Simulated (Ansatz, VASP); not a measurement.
## One calculation of In2BiP, two programs

```
CELL_PARAMETERS angstrom
-3.17105 3.17105 6.25013
3.17105 -3.17105 6.25013
3.17105 3.17105 -6.25013
ATOMIC_POSITIONS crystal
P 0.00000 0.00000 0.00000
P 0.25000 0.75000 0.50000
In 0.62500 0.66753 0.54253
In 0.91753 0.37500 0.04253
In 0.12500 0.08247 0.45747
In 0.33247 0.87500 0.95747
Bi 0.50000 0.50000 0.00000
Bi 0.75000 0.25000 0.50000
```

Alike in both runs: task single point; functional PBE; k mesh 6 × 6 × 6; occupations fermi-dirac, width 0.02 eV; no spin polarisation.

```csv
,VASP,Ansatz
version,VASP 6.6.1,Ansatz 0.2.0
potentials or method,"VASP PAW PBE potentials, release 64 (P, In_d, Bi_d)","plane waves, PAW"
plane-wave cutoff (eV),520,420
valence electrons in the cell,92,92
```

VASP gave:

| Item | Value |
| --- | --- |
| pressure (GPa) | 1.5 |
| rms of the force components (eV/Å) | 0.023 |

Q: Which values does Ansatz return?

A: Pressure (GPa): 1.6; rms of the force components (eV/Å): 0.022.

Neither program's run includes spin-orbit coupling.
